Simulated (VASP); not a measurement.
Crystal: TiB2.

```
Ti B
1.0
     3.06575    0.00000    0.00000
    -1.53287    2.65501    0.00000
     0.00000    0.00000    3.27126
Ti B
1 2
Direct
  0.00000 0.00000 0.00000
  0.33333 0.66667 0.50000
  0.66667 0.33333 0.50000
```

- Program: VASP 6.6.1
- Task: relaxation of cell and atoms
- Functional: LDA
- Potentials or basis: VASP PAW LDA potentials, release 64 (Ti_sv, B)
- Cutoff: 600 eV
- k mesh: 12 × 12 × 10
- Occupations: tetrahedron
- Spin: no spin polarisation

At the start: pressure -18.9 GPa; volume 8.88 Å³/atom.

Q: Where does the relaxation end?

A: Over 5 steps the energy falls by 43.2 meV/atom and the volume is 8.18 Å³/atom (-7.8 %); space group P6/mmm (No. 191, to 0.1 Å) before and after.

Step by step:
| step | energy change (eV) | largest force (eV/Å) | pressure (GPa) | volume (Å³) |
| --- | --- | --- | --- | --- |
| 1 | 0.0000 | 0.0000 | -18.94 | 26.63 |
| 2 | 0.0047 | 0.0000 | 24.89 | 22.78 |
| 3 | -0.1275 | 0.0000 | -0.26 | 24.63 |
| 4 | -0.1275 | 0.0000 | 0.17 | 24.59 |
| 5 | -0.1297 | 0.0000 | 0.20 | 24.55 |

Final structure:
```xyz
3
Lattice="2.9964 0.0000 0.0000 -1.4982 2.5950 0.0000 0.0000 0.0000 3.1573" Properties=species:S:1:pos:R:3 pbc="T T T"
Ti    1.4982    2.5950    0.0000
B     0.0000    1.7300    1.5787
B     1.4982    0.8650    1.5787
```

Caveat: tetrahedron occupations give inexact forces and stress in metals.
